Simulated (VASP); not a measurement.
# Al3GaN4 (Cmm2) in VASP: notebook

Al3GaN4 is run at these levels: PBEsol; tasks: single point.

All numbers are computed with VASP 6.6.1; they aren't measurements. Logs are shortened: lines on timing, memory, paths and dates and some standing lists are left out, and cuts for length are marked.

## Step 1: The cell of the first run

The structure is orthorhombic, space group Cmm2 (No. 35). The conventional cell has a = 6.232 Å, b = 6.232 Å, c = 4.407 Å, α = 90.00°, β = 90.00°, γ = 90.00°. Al (site symmetry 2) has 4 N at 1.90 Å within 2.5 Å. Al (site symmetry mm2) has 4 N at 1.88 to 1.94 Å within 2.5 Å. Within 2.5 Å of Ga (site symmetry mm2) lie 4 N at 1.89 to 2.07 Å. N (site symmetry m) has 1 Ga at 1.89 Å and 3 Al at 1.90 to 1.94 Å within 2.5 Å. Within 2.5 Å of N (site symmetry m) lie 3 Al at 1.88 to 1.90 Å and 1 Ga at 2.07 Å.

## Step 2: Single point, PBEsol (mode 4 (242.1 1/cm) frozen in, largest displacement -0.300 Å)

Input file INCAR:

```
ALGO     = Normal         # electronic algorithm
EDIFF    = 1E-6           # SCF threshold, eV
ENCUT    = 520            # plane-wave cutoff, eV
GGA      = PS             # functional
ISIF     = 2              # what is computed and relaxed
ISMEAR   = 0              # smearing method
LASPH    = True           # aspherical terms in the spheres
LCHARG   = False          # write CHGCAR
LREAL    = False          # projectors in reciprocal space
LWAVE    = False          # write WAVECAR
NBANDS   = 31             # bands
NELM     = 100            # most SCF steps
PREC     = Accurate       # precision mode
SIGMA    = 0.05           # smearing width, eV
```

Input file KPOINTS:

```
k-points
0
Gamma
  6 6 6
```

Input file POSCAR:

```
Al3GaN4
1.0
    4.4069948456      0.0000000000      0.0000000000
    0.0000000000      4.4069948456      0.0000000000
    0.0000000000      0.0000000000      4.4069948456
Al Ga N
3 1 4
Direct
    0.5000000000      0.5194918069      0.0000000000
    0.5000000000      0.0680735990      0.5000000000
    0.0000000000      0.5194918069      0.5000000000
    0.0000000000     -0.0567794946      0.0000000000
    0.7251850084      0.7638101022      0.2748149916
    0.7642304270      0.2743946668      0.7642304270
    0.2748149916      0.7638101022      0.7251850084
    0.2357695730      0.2743946668      0.2357695730
```

Potentials or basis: VASP PAW PBE potentials, release 64 (Al, Ga_d, N).

Started as:

```
$ cat potpaw_PBE.64/Al/POTCAR potpaw_PBE.64/Ga_d/POTCAR potpaw_PBE.64/N/POTCAR > POTCAR
$ mpirun -np 1 vasp_std > vasp.out
```

OUTCAR:

```text
EDIFF = 1E-6
   ENCUT = 520
   GGA = PS
   ISIF = 2
   ISMEAR = 0
   LASPH = True
   LREAL = False
   NELM = 100
   PREC = Accurate

 ion  position               nearest neighbor table
   1  0.500  0.519  0.000-   6 1.90   8 1.90   7 1.90   5 1.90   4 2.89   4 2.89   2 2.97   2 2.97
                             3 3.12   3 3.12   3 3.12   3 3.12   2 3.27   2 3.27
   2  0.500  0.068  0.500-   6 1.88   8 1.88   7 1.94   5 1.94   1 2.97   3 2.97   1 2.97   3 2.97
                             3 3.27   1 3.27   1 3.27   3 3.27
   3  0.000  0.519  0.500-   6 1.90   8 1.90   7 1.90   5 1.90   4 2.89   4 2.89   2 2.97   2 2.97
                             1 3.12   1 3.12   1 3.12   1 3.12   2 3.27   2 3.27
   4  0.000  0.943  0.000-   5 1.89   7 1.89   6 2.07   8 2.07   1 2.89   3 2.89   3 2.89   1 2.89

   5  0.725  0.764  0.275-   4 1.89   3 1.90   1 1.90   2 1.94
   6  0.764  0.274  0.764-   2 1.88   3 1.90   1 1.90   4 2.07
   7  0.275  0.764  0.725-   4 1.89   3 1.90   1 1.90   2 1.94
   8  0.236  0.274  0.236-   2 1.88   3 1.90   1 1.90   4 2.07

  LATTYP: Found a simple cubic cell.
 ALAT       =     4.4069948456

  Lattice vectors:

 A1 = (   4.4069948456,   0.0000000000,   0.0000000000)
 A2 = (   0.0000000000,   4.4069948456,   0.0000000000)
 A3 = (   0.0000000000,   0.0000000000,   4.4069948456)

Analysis of symmetry for initial positions (statically):
=====================================================================
 Subroutine PRICEL returns:
 Original cell was already a primitive cell.

 Routine SETGRP: Setting up the symmetry group for a
 simple cubic supercell.

 Subroutine GETGRP returns: Found  4 space group operations
 (whereof  4 operations were pure point group operations)
 out of a pool of 48 trial point group operations.

The static configuration has the point symmetry C_2v.

Analysis of symmetry for dynamics (positions and initial velocities):
=====================================================================
 Subroutine PRICEL returns:
 Original cell was already a primitive cell.

 Routine SETGRP: Setting up the symmetry group for a
 simple cubic supercell.

 Subroutine GETGRP returns: Found  4 space group operations
 (whereof  4 operations were pure point group operations)
 out of a pool of 48 trial point group operations.

The dynamic configuration has the point symmetry C_2v.

 Subroutine INISYM returns: Found  4 space group operations
 (whereof  4 operations are pure point group operations),
 and found     1 'primitive' translations

----------------------------------------------------------------------------------------

                                     Primitive cell

  volume of cell :      85.5909

  direct lattice vectors                    reciprocal lattice vectors
     4.406994846  0.000000000  0.000000000     0.226911997  0.000000000  0.000000000
     0.000000000  4.406994846  0.000000000     0.000000000  0.226911997  0.000000000
     0.000000000  0.000000000  4.406994846     0.000000000  0.000000000  0.226911997

  length of vectors
     4.406994846  4.406994846  4.406994846     0.226911997  0.226911997  0.226911997

  position of ions in fractional coordinates (direct lattice)
     0.500000000  0.519491807  0.000000000
     0.500000000  0.068073599  0.500000000
     0.000000000  0.519491807  0.500000000
     0.000000000  0.943220505  0.000000000
     0.725185008  0.763810102  0.274814992
     0.764230427  0.274394667  0.764230427
     0.274814992  0.763810102  0.725185008
     0.235769573  0.274394667  0.235769573

  ion indices of the primitive-cell ions
   primitive index   ion index
                 1           1
                 2           2
                 3           3
                 4           4
                 5           5
                 6           6
                 7           7
                 8           8

----------------------------------------------------------------------------------------

 KPOINTS: k-points

Automatic generation of k-mesh.
 Grid dimensions read from file:
 generate k-points for:    6    6    6

 Generating k-lattice:

  Cartesian coordinates                     Fractional coordinates (reciprocal lattice)
     0.037818666  0.000000000  0.000000000     0.166666667  0.000000000  0.000000000
     0.000000000  0.037818666  0.000000000     0.000000000  0.166666667  0.000000000
     0.000000000  0.000000000  0.037818666     0.000000000  0.000000000  0.166666667

  Length of vectors
     0.037818666  0.037818666  0.037818666

  Shift w.r.t. Gamma in fractional coordinates (k-lattice)
     0.000000000  0.000000000  0.000000000

 Subroutine IBZKPT returns following result:
 ===========================================

 Found     52 irreducible k-points:

 Following reciprocal coordinates:
            Coordinates               Weight
  0.000000  0.000000  0.000000      1.000000
  0.166667  0.000000  0.000000      4.000000
  0.000000  0.166667  0.000000      2.000000
  0.333333  0.000000  0.000000      4.000000
  0.000000  0.333333  0.000000      2.000000
  0.500000  0.000000  0.000000      2.000000
[... 16 lines left out ...]
  0.333333  0.000000  0.500000      4.000000
  0.500000  0.500000  0.000000      2.000000
 [... further k-points ...]
   k-points           NKPTS =     52   k-points in BZ     NKDIM =     52   number of bands    NBANDS=     31
   number of dos      NEDOS =    301   number of ions     NIONS =      8
   total plane-waves  NPLWV =  46656
   dimension x,y,z NGX =    36 NGY =   36 NGZ =   36
   dimension x,y,z NGXF=    72 NGYF=   72 NGZF=   72
   ions per type =               3   1   4
   NGX,Y,Z   is equivalent  to a cutoff of  13.58, 13.58, 13.58 a.u.
   NGXF,Y,Z  is equivalent  to a cutoff of  27.16, 27.16, 27.16 a.u.
 SYSTEM =  unknown system
   PREC   = accura    normal or accurate (medium, high low for compatibility)
   ISTART =      0    job   : 0-new  1-cont  2-samecut
   ICHARG =      2    charge: 1-file 2-atom 10-const
   ISPIN  =      1    spin polarized calculation?
   LNONCOLLINEAR =      F non collinear calculations
   LSORBIT =      F    spin-orbit coupling
   LASPH  =      T    aspherical Exc in radial PAW
   ENCUT  =  520.0 eV  38.22 Ry    6.18 a.u.   8.19  8.19  8.19*2*pi/ulx,y,z
   NELM   =    100;   NELMIN=  2; NELMDL= -5     # of ELM steps
   EDIFF  = 0.1E-05   stopping-criterion for ELM
   LREAL  =      F    real-space projection
   EDIFFG = 0.1E-04   stopping-criterion for IOM
   NSW    =      0    number of steps for IOM
   IBRION =     -1    ionic relax: 0-MD 1-quasi-New 2-CG
   NFREE  =      0    steps in history (QN), initial steepest desc. (CG)
   ISIF   =      2    stress and relaxation
   ISYM   =      2    0-nonsym 1-usesym 2-fastsym
   POTIM  = 0.5000    time-step for ionic-motion
   TEBEG  =    0.0;   TEEND  =   0.0 temperature during run
   PSTRESS=    0.0 pullay stress
   NELECT =      42.0000    total number of electrons
   NUPDOWN=      -1.0000    fix difference up-down
   EMIN   =  10.00;   EMAX   =-10.00  energy-range for DOS
   EFERMI =   0.00;   METHOD = LEGACY
   ISMEAR =     0;   SIGMA  =   0.05  broadening in eV -4-tet -1-fermi 0-gaus
   EFERMI_NEDOS =   21; number of points for ismear=-14 and -15
   IALGO  =     38    algorithm
   IMIX   =      4    mixing-type and parameters
     AMIX     =   0.40;   BMIX     =  1.00
     AMIX_MAG =   1.60;   BMIX_MAG =  1.00
  volume/ion in A,a.u.               =      10.70        72.20
  Fermi-wavevector in a.u.,A,eV,Ry     =   1.291265  2.440137 22.685883  1.667365
  Thomas-Fermi vector in A             =   2.423046
   LORBIT       =      0    0 simple, 1 ext, 2 COOP (PROOUT), +10 PAW based schemes
   GGA     = PS    functional components
   LHFCALC =     F    Hartree Fock is set to
   AEXX    =    0.0000 exact exchange contribution
   IVDW    =     0    specifies the selected vdW correction
   LEPSILON=     F    determine dielectric tensor
   LRPA    =     F    only Hartree local field effects (RPA)
 non-spin polarized calculation
 Gauss-broadening in eV      SIGMA  =   0.05
  energy-cutoff  :      520.00
  volume of cell :       85.59
 maximum number of plane-waves:      2325
 NGX is ok and might be reduce to    36
   NGX = 17   NGY = 17   NGZ = 17

 number of electron      41.9999983 magnetization

 Free energy of the ion-electron system (eV)
  ---------------------------------------------------
  ext. energy  EPLUGINS =         0.00000000
  ---------------------------------------------------
  free energy    TOTEN  =       -59.06404473 eV

  energy without entropy =      -59.06404473  energy(sigma->0) =      -59.06404473

 E-fermi :   5.9386     XC(G=0): -11.3491

 val. band max:        5.7094903331   @ k =  -0.1667   0.0000   0.1667
 cond. band min:       8.4813328962   @ k =   0.0000   0.0000   0.0000
 fundamental gap:      2.7718425631
 Fermi energy:         5.9385926310

 k-point     1 :       0.0000    0.0000    0.0000
  band No.  band energies     occupation
      1      -9.6094      2.00000
      2      -7.9825      2.00000
      3      -7.8833      2.00000
      4      -7.6083      2.00000
      5      -7.2170      2.00000
      6      -7.2007      2.00000
[... 23 lines left out ...]
     30      17.5358      0.00000
     31      17.5861      0.00000

 k-point     2 :       0.1667    0.0000    0.0000
  band No.  band energies     occupation
      1      -9.4839      2.00000
      2      -8.0515      2.00000
      3      -7.8581      2.00000
      4      -7.6220      2.00000
      5      -7.2144      2.00000
      6      -7.1963      2.00000
[... 23 lines left out ...]
     30      17.2917      0.00000
     31      17.7737      0.00000

 k-point     3 :       0.0000    0.1667    0.0000
  band No.  band energies     occupation
      1      -9.4958      2.00000
      2      -7.9842      2.00000
      3      -7.9100      2.00000
      4      -7.6280      2.00000
      5      -7.2136      2.00000
      6      -7.1995      2.00000
[... 23 lines left out ...]
     30      17.7216      0.00000
     31      17.7510      0.00000

 k-point     4 :       0.3333    0.0000    0.0000
  band No.  band energies     occupation
      1      -9.1336      2.00000
      2      -8.2563      2.00000
      3      -7.8170      2.00000
      4      -7.6706      2.00000
      5      -7.2097      2.00000
      6      -7.1818      2.00000
[... 23 lines left out ...]
     30      17.0420      0.00000
     31      17.4407      0.00000

 k-point     5 :       0.0000    0.3333    0.0000
  band No.  band energies     occupation
      1      -9.2038      2.00000
      2      -8.0145      2.00000
      3      -7.9875      2.00000
      4      -7.6649      2.00000
      5      -7.2058      2.00000
      6      -7.1970      2.00000
[... 23 lines left out ...]
     30      17.1196      0.00000
     31      18.0172      0.00000
[... 542 lines left out ...]
     30      15.8117      0.00000
     31      16.1558      0.00000

 k-point    22 :       0.0000    0.5000    0.3333
  band No.  band energies     occupation
      1      -8.7039      2.00000
      2      -8.1990      2.00000
      3      -7.9615      2.00000
      4      -7.5498      2.00000
      5      -7.1934      2.00000
      6      -7.1775      2.00000
[... 23 lines left out ...]
     30      15.8524      0.00000
     31      16.2491      0.00000

 k-point    23 :       0.3333    0.0000    0.5000
  band No.  band energies     occupation
      1      -8.5867      2.00000
      2      -8.4065      2.00000
      3      -7.8234      2.00000
      4      -7.5898      2.00000
      5      -7.1798      2.00000
      6      -7.1589      2.00000
[... 23 lines left out ...]
     30      16.0872      0.00000
     31      16.3722      0.00000

 k-point    24 :       0.5000    0.5000    0.0000
  band No.  band energies     occupation
      1      -8.4658      2.00000
      2      -8.4115      2.00000
      3      -7.9215      2.00000
      4      -7.4325      2.00000
      5      -7.1913      2.00000
      6      -7.1622      2.00000
[... 23 lines left out ...]
     30      15.7895      0.00000
     31      16.4356      0.00000

 [... further k-points ...]
[... 5 lines left out ...]
  --------------------------------------------------------------------------------------
  -------------------------------------------------------------------------------------
  Total        0.3817873     -1.6385205      0.3817873      0.0000000      0.0000000     -0.9880774
  in kB        7.1466807    -30.6714880      7.1466807      0.0000000      0.0000000    -18.4958333
  external PRESSURE =      -5.4593755 kB  Pullay stress =       0.0000000 kB

 VOLUME and BASIS-vectors are now :
 -----------------------------------------------------------------------------
  energy-cutoff  :      520.00
  volume of cell :       85.59
      direct lattice vectors                 reciprocal lattice vectors
     4.406994846  0.000000000  0.000000000     0.226911997  0.000000000  0.000000000
     0.000000000  4.406994846  0.000000000     0.000000000  0.226911997  0.000000000
     0.000000000  0.000000000  4.406994846     0.000000000  0.000000000  0.226911997

 POSITION                                       TOTAL-FORCE (eV/Angst)
 -----------------------------------------------------------------------------------
      2.20350      2.28940      0.00000         0.000000     -0.482394      0.000000
      2.20350      0.30000      2.20350        -0.000000     -1.712821      0.000000
      0.00000      2.28940      2.20350         0.000000     -0.482394     -0.000000
      0.00000      4.15677      0.00000         0.000000      3.339723     -0.000000
      3.19589      3.36611      1.21111         0.303343     -0.149803     -0.303343
      3.36796      1.20926      3.36796        -0.390433     -0.181253     -0.390433
      1.21111      3.36611      3.19589        -0.303343     -0.149803      0.303343
      1.03904      1.20926      1.03904         0.390433     -0.181253      0.390433
 -----------------------------------------------------------------------------------
    total drift:                               -0.000000      0.000562     -0.000004

  FREE ENERGIE OF THE ION-ELECTRON SYSTEM (eV)
  ---------------------------------------------------
  free  energy   TOTEN  =       -59.0640447323 eV

  energy  without entropy=      -59.0640447323  energy(sigma->0) =      -59.06404473
```

It took 86 s on 1 thread of Intel Xeon Platinum 8375C at 2.90GHz (Ice Lake), shared host; peak memory 0.28 GiB.

What came out:

```
Free energy            : -59.0640 eV
Pressure               : -0.5 GPa
Largest force          : 3.340 eV/Å
Band gap on the k mesh : 2.77 eV, indirect (least direct gap 2.81 eV)
```

Forces in eV/Å, atoms in the order of the input:
```
Al   0.000 -0.482  0.000
Al   0.000 -1.713  0.000
Al   0.000 -0.482  0.000
Ga   0.000  3.340  0.000
N    0.303 -0.150 -0.303
N   -0.390 -0.181 -0.390
N   -0.303 -0.150  0.303
N    0.390 -0.181  0.390
```

Stress tensor (GPa, compression positive):
```
 0.71  0.00 -1.85
 0.00 -3.07  0.00
-1.85  0.00  0.71
```

Caveat: the cell differs from its parent crystal (mode 4 (242.1 1/cm) frozen in, largest displacement -0.300 Å); the PAW data sets were made with another functional, which shifts forces and pressure a little. A k mesh can miss the band edges.

## Step 3: Single point, PBEsol (mode 4 (242.1 1/cm) frozen in, largest displacement +0.225 Å)

Input file INCAR:

```
SYSTEM = Al3GaN4
PREC = Accurate ; ENCUT = 520
EDIFF = 1E-6 ; ISMEAR = 0
SIGMA = 0.05 ; LREAL = .False.
LASPH = .True. ; NELM = 100
ALGO = Normal ; ISIF = 2
LWAVE = .False. ; LCHARG = .True.
GGA = PS ; LELF = .True.
LVHAR = .True. ; NBANDS = 31
```

Input file KPOINTS:

```
regular mesh
0
Gamma
  6 6 6
  0 0 0
```

Input file POSCAR:

```
Al3GaN4
1.0
    4.4069948456      0.0000000000      0.0000000000
    0.0000000000      4.4069948456      0.0000000000
    0.0000000000      0.0000000000      4.4069948456
Al Ga N
3 1 4
Direct
    0.5000000000      0.4853811448      0.0000000000
    0.5000000000     -0.0510551993      0.5000000000
    0.0000000000      0.4853811448      0.5000000000
    0.0000000000      0.0425846209      0.0000000000
    0.7593497497      0.7303809293      0.2406502503
    0.7300656857      0.2409654939      0.7300656857
    0.2406502503      0.7303809293      0.7593497497
    0.2699343143      0.2409654939      0.2699343143
```

Potentials or basis: VASP PAW PBE potentials, release 64 (Al, Ga_d, N).

Started as:

```
$ cat potpaw_PBE.64/Al/POTCAR potpaw_PBE.64/Ga_d/POTCAR potpaw_PBE.64/N/POTCAR > POTCAR
$ mpirun -np 1 vasp_std > vasp.out
```

Run time: 92 s. Hardware: 1 thread of Intel Xeon Platinum 8375C at 2.90GHz (Ice Lake), shared host; peak memory 0.27 GiB.

It converged, with:

```
Free energy            : -59.4462 eV
Pressure               : -0.3 GPa
Largest force          : 2.633 eV/Å
Band gap on the k mesh : 2.95 eV, indirect (least direct gap 2.97 eV)
```

Forces in eV/Å, atoms in the order of the input:
```
Al   0.000  0.369  0.000
Al   0.000  1.300  0.000
Al   0.000  0.369  0.000
Ga   0.000 -2.633  0.000
N   -0.263  0.163  0.263
N    0.210  0.135  0.210
N    0.263  0.163 -0.263
N   -0.210  0.135 -0.210
```

Stress tensor (GPa, compression positive):
```
 0.40  0.00  1.57
 0.00 -1.83  0.00
 1.57  0.00  0.40
```

Levels at points of the mesh, in eV from the valence-band top:
```csv
k point,band 18,band 19,band 20,band 21,band 22,band 23,band 24,band 25
"(0.00, 0.00, 0.00)",-1.83,-0.05,-0.03,-0.02,2.95,3.03,3.34,3.38
"(0.50, 0.00, 0.00)",-1.22,-1.19,-0.95,-0.93,5.17,5.41,5.85,5.97
"(0.00, 0.50, 0.00)",-1.39,-1.20,-1.04,-0.79,5.16,5.61,5.85,5.92
"(0.50, 0.50, 0.00)",-0.86,-0.59,-0.51,-0.50,6.90,7.02,7.43,7.68
"(0.50, 0.00, 0.50)",-0.89,-0.72,-0.55,-0.38,6.29,7.07,7.25,7.46
"(0.50, 0.50, 0.50)",-0.60,-0.57,-0.33,-0.19,5.21,6.56,6.84,6.85
```

Caveat: the cell differs from its parent crystal (mode 4 (242.1 1/cm) frozen in, largest displacement +0.225 Å); the PAW data sets were made with another functional, which shifts forces and pressure a little. A k mesh can miss the band edges.

(Part 1 of 2 ends here.)
